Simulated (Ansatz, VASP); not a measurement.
## NaI: VASP beside Ansatz

Contents of INCAR:

```
SYSTEM = NaI
PREC = Accurate ; ENCUT = 520
EDIFF = 1E-6 ; ISMEAR = 0
SIGMA = 0.02 ; LREAL = .FALSE.
LASPH = .TRUE. ; NELM = 80
ALGO = Normal ; ISIF = 2
LWAVE = .FALSE. ; LCHARG = .TRUE.
GGA = PE ; LELF = .TRUE.
LVHAR = .TRUE. ; NBANDS = 14
```

File KPOINTS:

```
Automatic mesh
0
G
  6 6 6
  0 0 0
```

Contents of POSCAR:

```
NaI
1.0
    0.0000000000      3.3610014000      3.3610014000
    3.3610014000      0.0000000000      3.3610014000
    3.3610014000      3.3610014000      0.0000000000
Na I
1 1
Direct
    0.0000000000      0.0000000000      0.0000000000
    0.5000000000      0.5000000000      0.5000000000
```

Input for Ansatz:

```yaml
crystal:
  lattice:
    - [0.0, 3.3610014, 3.3610014]
    - [3.3610014, 0.0, 3.3610014]
    - [3.3610014, 3.3610014, 0.0]
  atoms:
    - { symbol: Na, position: [0.0, 0.0, 0.0] }
    - { symbol: I, position: [0.5, 0.5, 0.5] }
basis:
  ecutwfc: 420
kpoints:
  mp_grid: { grid: [6, 6, 6] }
hamiltonian:
  xc: pbe
scf:
  occupations: { method: gaussian, width: 0.02 }
output:
  forces: true
  stress: true
  eigenvalues: true
  populations: true
```

Alike in both runs: task single point; functional PBE; k mesh 6 × 6 × 6; occupations gaussian, width 0.02 eV; no spin polarisation.

|  | VASP | Ansatz |
| --- | --- | --- |
| version | VASP 6.6.1 | Ansatz 0.2.0 |
| potentials or method | VASP PAW PBE potentials, release 64 (Na_pv, I), cutoff 520 eV | scalar-relativistic, plane waves, PAW |
| valence electrons in the cell | 14 | 26 |

|  | VASP | Ansatz | Ansatz less VASP |
| --- | --- | --- | --- |
| gap on the k mesh at the Fermi level (eV) | 3.37 | 3.37 | +0.003 |
| least direct gap on the mesh (eV) | 3.37 | 3.37 | +0.003 |
| pressure (GPa) | -1.1 | -1.1 | -0.02 |

With one functional, cell and mesh, what is left measures potentials, basis and numerics. VASP's potentials hold 14 valence electrons a cell and Ansatz's 26, so a difference there can come from the potentials and not from the codes.

Neither program's run includes spin-orbit coupling.
